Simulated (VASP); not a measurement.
SiB4W:

```xyz
6
Lattice="3.3267 0.0000 0.0000 0.0000 3.3267 0.0000 0.0000 0.0000 4.7875" Properties=species:S:1:pos:R:3 pbc="T T T"
Si    1.6633    1.6633    2.3937
B     1.6633    0.0000    3.5080
B     0.0000    1.6633    1.2795
B     1.6633    0.0000    1.2795
B     0.0000    1.6633    3.5080
W     0.0000    0.0000    0.0000
```

The cell was built from a structure type or drawn by symmetry, and may not be a known phase.

- Program: VASP 6.6.1
- Task: relaxation of cell and atoms
- Functional: PBE
- Potentials or basis: VASP PAW PBE potentials, release 64 (Si, B, W_sv)
- Cutoff: 600 eV
- k mesh: 6 × 6 × 4
- Occupations: gaussian, width 0.1 eV
- Spin: no spin polarisation

At the start: pressure 49.6 GPa; volume 8.83 Å³/atom.

Question: How do energy, volume and symmetry change on relaxing?

Answer: Over 40 steps the energy falls by 758.2 meV/atom and the volume is 9.47 Å³/atom (+7.3 %); space group P4/mmm (No. 123, to 0.1 Å) before and after.

The path:
| step | energy change (eV) | largest force (eV/Å) | pressure (GPa) | volume (Å³) |
| --- | --- | --- | --- | --- |
| 1 | 0.0000 | 2.9271 | 49.60 | 52.98 |
| 2 | -0.4512 | 0.1020 | -29.40 | 76.76 |
| 3 | -1.9175 | 0.8346 | -6.43 | 64.14 |
| 4 | -1.9223 | 0.8983 | -4.79 | 63.60 |
| 5 | -1.9223 | 0.9263 | -4.12 | 63.38 |
| 6 | -2.1330 | 0.2869 | -1.27 | 61.90 |
| 7 | -2.1729 | 0.1465 | 0.94 | 61.01 |
| 8 | -2.1730 | 0.1740 | 1.08 | 60.96 |
| 9 | -2.2079 | 0.3891 | -0.83 | 61.39 |
| 10 | -2.2844 | 0.6983 | -4.92 | 62.36 |
| 11 | -2.4530 | 1.5501 | -13.01 | 64.10 |
| 12 | -2.7662 | 2.0350 | -25.99 | 66.82 |
| 13 | -2.6740 | 1.9872 | -19.77 | 65.53 |
| 14 | -2.7669 | 2.0100 | -24.35 | 66.47 |
| 15 | -2.7341 | 2.0100 | -22.11 | 66.01 |
| 16 | -2.7511 | 2.0042 | -23.00 | 66.20 |
| 17 | -2.7519 | 2.0039 | -23.05 | 66.21 |
| 18 | -2.7544 | 2.0028 | -23.22 | 66.24 |
| 19 | -2.7589 | 2.0015 | -23.56 | 66.31 |
| 20 | -2.7657 | 2.0033 | -24.22 | 66.45 |
| 21 | -2.7723 | 2.0187 | -25.48 | 66.72 |
| 22 | -2.7842 | 2.0201 | -25.38 | 66.67 |
| 23 | -2.8198 | 2.0193 | -25.21 | 66.53 |
| 24 | -2.8903 | 2.0151 | -24.87 | 66.25 |
| 25 | -3.0288 | 1.9920 | -24.17 | 65.68 |
| 26 | -3.2900 | 1.8925 | -22.64 | 64.56 |
| 27 | -3.7302 | 1.6723 | -18.98 | 62.30 |
| 28 | -4.2389 | 1.0796 | -8.24 | 57.83 |
| 29 | -4.2748 | 0.7132 | -3.01 | 56.25 |
| 30 | -4.2751 | 0.7602 | -3.78 | 56.46 |
| 31 | -4.3181 | 0.7850 | -2.67 | 56.33 |
| 32 | -4.4338 | 0.7396 | 0.72 | 55.95 |
| 33 | -4.4458 | 0.3407 | 9.23 | 55.11 |
| 34 | -4.4858 | 0.5563 | 4.96 | 55.51 |
| 35 | -4.5217 | 0.3758 | 2.60 | 56.19 |
| 36 | -4.5378 | 0.1595 | -0.11 | 57.05 |
| 37 | -4.5447 | 0.1136 | -0.27 | 57.02 |
| 38 | -4.5490 | 0.0395 | -0.53 | 56.97 |
| 39 | -4.5490 | 0.0425 | -0.51 | 56.97 |
| 40 | -4.5493 | 0.0119 | 0.18 | 56.83 |

Final structure:
```cif
data_structure
_symmetry_space_group_name_H-M 'P 1'
_symmetry_Int_Tables_number 1
_cell_length_a 2.9280
_cell_length_b 2.9280
_cell_length_c 6.6291
_cell_angle_alpha 90.000
_cell_angle_beta 90.000
_cell_angle_gamma 90.000
_cell_volume 56.83
loop_
_atom_site_label
_atom_site_type_symbol
_atom_site_fract_x
_atom_site_fract_y
_atom_site_fract_z
_atom_site_occupancy
Si1 Si 0.50000 0.50000 0.50000 1
B1 B 0.50000 0.00000 0.73777 1
B2 B 0.00000 0.50000 0.26223 1
B3 B 0.50000 0.00000 0.26223 1
B4 B 0.00000 0.50000 0.73777 1
W1 W 0.00000 0.00000 0.00000 1
```

Caveat: a cell axis changed by over 15 % at a fixed basis, so the end point is rough.
